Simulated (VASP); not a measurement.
Write the native input for VASP 6.6.1 that does the following.

```
Task                   : single point
Functional             : PBE
Potentials or basis    : VASP PAW PBE potentials, release 64 (Si)
Cutoff                 : 520 eV
k mesh                 : 8 × 8 × 8
Occupations            : gaussian, width 0.05 eV
Spin                   : no spin polarisation
Dipole correction      : no
Further INCAR settings : ALGO = Normal; EDIFF = 1e-06; NBANDS = 11
```

The structure of Si lies in POSCAR:

```
Si
1.0
    0.0000000000      3.1313009448      2.5433274050
    2.5296536017      0.0000000000      2.5433274050
    2.5296536017      3.1313009448      0.0000000000
Si
2
Direct
    0.5000000000      0.5000000000      0.5000000000
    0.7500000000      0.7500000000      0.7500000000
```

This cell differs from its parent crystal: strain +e along x and -e along y -0.1100, strain +e along z and -e/2 along x and y -0.0700.

These files were run (other wordings do the same):

INCAR

```
SYSTEM = Si
PREC = Accurate ; ENCUT = 520
EDIFF = 1E-6 ; ISMEAR = 0
SIGMA = 0.05 ; LREAL = .FALSE.
LASPH = .TRUE. ; NELM = 80
ALGO = Normal ; ISIF = 2
LWAVE = .FALSE. ; LCHARG = .FALSE.
GGA = PE ; NBANDS = 11
```

KPOINTS

```
regular mesh
0
G
  8 8 8
  0 0 0
```

Potentials or basis: VASP PAW PBE potentials, release 64 (Si).

Launch:

```console
$ cat potpaw_PBE.64/Si/POTCAR > POTCAR
$ mpirun -np 1 vasp_std > vasp.out
```

It gave:

```yaml
Pressure: 0.0 GPa
Band_gap_on_the_k_mesh: zero (band 4 reaches 6.48 eV, above the bottom of band 5 at 5.88 eV)
```

Caveat: the cell differs from its parent crystal (strain +e along x and -e along y -0.1100, strain +e along z and -e/2 along x and y -0.0700).

Run time: 19 s on 1 thread of Intel(R) Xeon(R) Platinum 8488C (Sapphire Rapids), with other jobs on the host, peak memory 0.17 GiB.
